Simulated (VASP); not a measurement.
Set up this calculation in VASP 6.6.1, as the native input.

* Task: single point
* Functional: PBE
* Potentials or basis: VASP PAW PBE potentials, release 64 (Be, S)
* Cutoff: 600 eV
* k mesh: 8 × 8 × 8
* Occupations: gaussian, width 0.01 eV
* Spin: no spin polarisation
* Dipole correction: no
* Further INCAR settings: ALGO = Normal; EDIFF = 1e-06; NBANDS = 11

The structure of BeS lies in POSCAR:

```
BeS
1.0
    0.0000000000      2.4351516489      2.4351516489
    2.4351516489      0.0000000000      2.4351516489
    2.4351516489      2.4351516489      0.0000000000
Be S
1 1
Direct
    0.0000000000      0.0000000000      0.0000000000
    0.7500000000      0.7500000000      0.7500000000
```

The input as run:

INCAR

```
PREC = Accurate
ENCUT = 600
EDIFF = 1E-6
ISMEAR = 0
SIGMA = 0.01
LREAL = F
LASPH = T
NELM = 120
ALGO = Normal
ISIF = 2
LWAVE = F
LCHARG = F
GGA = PE
NBANDS = 11
GGA_COMPAT = F
```

KPOINTS

```
Automatic mesh
0
Gamma
  8 8 8
```

Potentials or basis: VASP PAW PBE potentials, release 64 (Be, S).

Run with:

```bash
$ cat potpaw_PBE.64/Be/POTCAR potpaw_PBE.64/S/POTCAR > POTCAR
$ mpirun -np 1 vasp_std > vasp.out
```

Results of the run:

```yaml
Pressure: 0.4 GPa
Band_gap_on_the_k_mesh: 3.14 eV, indirect (least direct gap 5.67 eV)
```

Wall time 4.7 s on 1 thread of Intel(R) Xeon(R) 6975P-C (Granite Rapids) (shared host), peak memory 0.15 GiB.
